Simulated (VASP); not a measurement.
# C (P2_1/m) in VASP: notebook, part 2 of 2

VASP 6.6.1. Earlier steps stand in the parts before.

### Step 4. Single point, PBEsol (mode 4 frozen in at -0.284 Å and mode 5 at -0.000 Å (largest displacements))

Input file INCAR:

```
SYSTEM = C
PREC = Accurate ; ENCUT = 520
EDIFF = 1E-6 ; ISMEAR = 0
SIGMA = 0.15 ; LREAL = .False.
LASPH = .True. ; NELM = 80
ALGO = Normal ; ISIF = 2
LWAVE = .False. ; LCHARG = .False.
GGA = PS ; NBANDS = 16
```

Input file KPOINTS:

```
Automatic mesh
0
Gamma
  18 18 6
  0 0 0
```

Input file POSCAR:

```
C
1.0
    2.4587330167      0.0000000000      0.0000000000
   -1.2293665084      2.1293252536      0.0000000000
    0.0000000000      0.0000000000      7.2458067263
C
4
Direct
   -0.1154958935      0.0000000000      0.0025000000
    0.1154958935      0.0000000000      0.5025000000
    0.2178266890      0.6666666667      0.0025000000
    0.7821733110      0.3333333333      0.5025000000
```

Potentials or basis: VASP PAW PBE potentials, release 64 (C).

Run with:

```sh
> cat potpaw_PBE.64/C/POTCAR > POTCAR
> mpirun -np 1 vasp_std > vasp.out
```

OUTCAR:

```text
SYSTEM = C
   PREC = Accurate
   ENCUT = 520
   EDIFF = 1E-6
   ISMEAR = 0
   LREAL = .False.
   LASPH = .True.
   NELM = 80
   ISIF = 2
   GGA = PS

 ion  position               nearest neighbor table
   1  0.885  0.000  0.002-   3 1.42   3 1.42   3 1.42
   2  0.115  0.000  0.502-   4 1.42   4 1.42   4 1.42
   3  0.218  0.667  0.002-   1 1.42   1 1.42   1 1.42
   4  0.782  0.333  0.502-   2 1.42   2 1.42   2 1.42

  LATTYP: Found a hexagonal cell.
 ALAT       =     2.4587330167
 C/A-ratio  =     2.9469676769

  Lattice vectors:

 A1 = (   2.4587330167,   0.0000000000,   0.0000000000)
 A2 = (  -1.2293665084,   2.1293252536,   0.0000000000)
 A3 = (   0.0000000000,   0.0000000000,   7.2458067263)

Analysis of symmetry for initial positions (statically):
=====================================================================
 Subroutine PRICEL returns:
 Original cell was already a primitive cell.

 Routine SETGRP: Setting up the symmetry group for a
 hexagonal supercell.

 Subroutine GETGRP returns: Found  4 space group operations
 (whereof  1 operations were pure point group operations)
 out of a pool of 24 trial point group operations.

The static configuration has the point symmetry C_1 .
 The point group associated with its full space group is C_2h.

Analysis of symmetry for dynamics (positions and initial velocities):
=====================================================================
 Subroutine PRICEL returns:
 Original cell was already a primitive cell.

 Routine SETGRP: Setting up the symmetry group for a
 hexagonal supercell.

 Subroutine GETGRP returns: Found  4 space group operations
 (whereof  1 operations were pure point group operations)
 out of a pool of 24 trial point group operations.

[... 115 lines left out ...]
   PSTRESS=    0.0 pullay stress
   NELECT =      16.0000    total number of electrons
   NUPDOWN=      -1.0000    fix difference up-down
   EMIN   =  10.00;   EMAX   =-10.00  energy-range for DOS
   EFERMI =   0.00;   METHOD = LEGACY
   ISMEAR =     0;   SIGMA  =   0.15  broadening in eV -4-tet -1-fermi 0-gaus
   EFERMI_NEDOS =   21; number of points for ismear=-14 and -15
   IALGO  =     38    algorithm
   IMIX   =      4    mixing-type and parameters
     AMIX     =   0.40;   BMIX     =  1.00
     AMIX_MAG =   1.60;   BMIX_MAG =  1.00
  volume/ion in A,a.u.               =       9.48        64.00
  Fermi-wavevector in a.u.,A,eV,Ry     =   1.227726  2.320066 20.508213  1.507311
  Thomas-Fermi vector in A             =   2.362678
   LORBIT       =      0    0 simple, 1 ext, 2 COOP (PROOUT), +10 PAW based schemes
   GGA     = PS    functional components
   LHFCALC =     F    Hartree Fock is set to
   AEXX    =    0.0000 exact exchange contribution
   IVDW    =     0    specifies the selected vdW correction
   LEPSILON=     F    determine dielectric tensor
   LRPA    =     F    only Hartree local field effects (RPA)
 non-spin polarized calculation
 Gauss-broadening in eV      SIGMA  =   0.15
  energy-cutoff  :      520.00
  volume of cell :       37.94
 maximum number of plane-waves:      1046
   NGX =  9   NGY =  9   NGZ = 27

 number of electron      15.9999997 magnetization

 Free energy of the ion-electron system (eV)
  ---------------------------------------------------
  ext. energy  EPLUGINS =         0.00000000
  ---------------------------------------------------
  free energy    TOTEN  =       -38.57615003 eV

  energy without entropy =      -38.57537475  energy(sigma->0) =      -38.57576239

 E-fermi :   4.0002     XC(G=0): -10.0164

 val. band max:        3.9982315385   @ k =   0.3333   0.3333   0.5000
 cond. band min:       4.0029383915   @ k =   0.3333   0.3333   0.5000
 fundamental gap:      0.0047068530
 Fermi energy:         4.0002306169

 k-point     1 :       0.0000    0.0000    0.0000
  band No.  band energies     occupation
      1     -15.6199      2.00000
      2     -15.4543      2.00000
      3      -4.3361      2.00000
      4      -2.9981      2.00000
      5       1.0095      2.00000
      6       1.0131      2.00000
[... 433 lines left out ...]
      3      -8.4212      2.00000
      4      -8.3321      2.00000
      5      -2.3365      2.00000
      6      -2.3334      2.00000
[... 8 lines left out ...]
     15      16.9136      0.00000
     16      18.9828      0.00000

 [... further k-points ...]
[... 5 lines left out ...]
  --------------------------------------------------------------------------------------
  -------------------------------------------------------------------------------------
  Total        0.2337107      0.2430697      0.0354082     -0.0173925      0.0000000      0.0000000
  in kB        9.8707237     10.2660006      1.4954571     -0.7345698      0.0000000      0.0000000
  external PRESSURE =       7.2107272 kB  Pullay stress =       0.0000000 kB

 VOLUME and BASIS-vectors are now :
 -----------------------------------------------------------------------------
  energy-cutoff  :      520.00
  volume of cell :       37.94
      direct lattice vectors                 reciprocal lattice vectors
     2.458733017  0.000000000  0.000000000     0.406713536  0.234816170  0.000000000
    -1.229366508  2.129325254  0.000000000     0.000000000  0.469632339  0.000000000
     0.000000000  0.000000000  7.245806726     0.000000000  0.000000000  0.138010858

 POSITION                                       TOTAL-FORCE (eV/Angst)
 -----------------------------------------------------------------------------------
      2.17476      0.00000      0.01811         0.005646     -0.003640      0.000000
      0.28397      0.00000      3.64102        -0.005646      0.003640      0.000000
     -0.28400      1.41955      0.01811         0.004776     -0.005382      0.000000
      1.51337      0.70978      3.64102        -0.004776      0.005382      0.000000
 -----------------------------------------------------------------------------------
    total drift:                               -0.000000     -0.000000     -0.000010

  FREE ENERGIE OF THE ION-ELECTRON SYSTEM (eV)
  ---------------------------------------------------
  free  energy   TOTEN  =       -38.5761500300 eV

  energy  without entropy=      -38.5753747530  energy(sigma->0) =      -38.57576239
```

OSZICAR:

```text
N       E                     dE             d eps       ncg     rms          rms(c)
DAV:   1     0.286600733394E+02    0.28660E+02   -0.74062E+03 20992   0.890E+02
DAV:   2    -0.383870021213E+02   -0.67047E+02   -0.61585E+02 29480   0.185E+02
DAV:   3    -0.409952083413E+02   -0.26082E+01   -0.25963E+01 27680   0.338E+01
DAV:   4    -0.410181774318E+02   -0.22969E-01   -0.22962E-01 26600   0.381E+00
DAV:   5    -0.410185656534E+02   -0.38822E-03   -0.38820E-03 27272   0.467E-01    0.908E+00
DAV:   6    -0.391661624008E+02    0.18524E+01   -0.12668E+00 25240   0.697E+00    0.527E+00
DAV:   7    -0.385695379417E+02    0.59662E+00   -0.15444E+00 26264   0.781E+00    0.136E+00
DAV:   8    -0.385771132817E+02   -0.75753E-02   -0.71404E-02 25448   0.158E+00    0.262E-01
DAV:   9    -0.385759200146E+02    0.11933E-02   -0.18571E-03 26608   0.293E-01    0.101E-01
DAV:  10    -0.385761540947E+02   -0.23408E-03   -0.80050E-04 22736   0.167E-01    0.734E-02
DAV:  11    -0.385761484936E+02    0.56011E-05   -0.27449E-05 28008   0.338E-02    0.168E-02
DAV:  12    -0.385761499249E+02   -0.14313E-05   -0.18125E-06 23568   0.995E-03    0.303E-03
DAV:  13    -0.385761500300E+02   -0.10514E-06   -0.30402E-07 20488   0.430E-03
   1 F= -.38576150E+02 E0= -.38575762E+02  d E =-.775277E-03
```

It took 2.1 min on 1 thread of Intel Xeon 6975P-C (Granite Rapids), shared host; peak memory 0.36 GiB.

What came out:

```yaml
Free_energy: -38.5762 eV
Pressure: 0.7 GPa
Largest_force: 0.007 eV/Å
```

Forces on the atoms (eV/Å):
```
C    0.006 -0.004  0.000
C   -0.006  0.004  0.000
C    0.005 -0.005  0.000
C   -0.005  0.005  0.000
```

Caveat: the cell differs from its parent crystal (mode 4 frozen in at -0.284 Å and mode 5 at -0.000 Å (largest displacements)); the PAW data sets were made with another functional, which shifts forces and pressure a little; this functional lacks dispersion, which binds the layers, so the pressure and a relaxed spacing across them are unreliable.
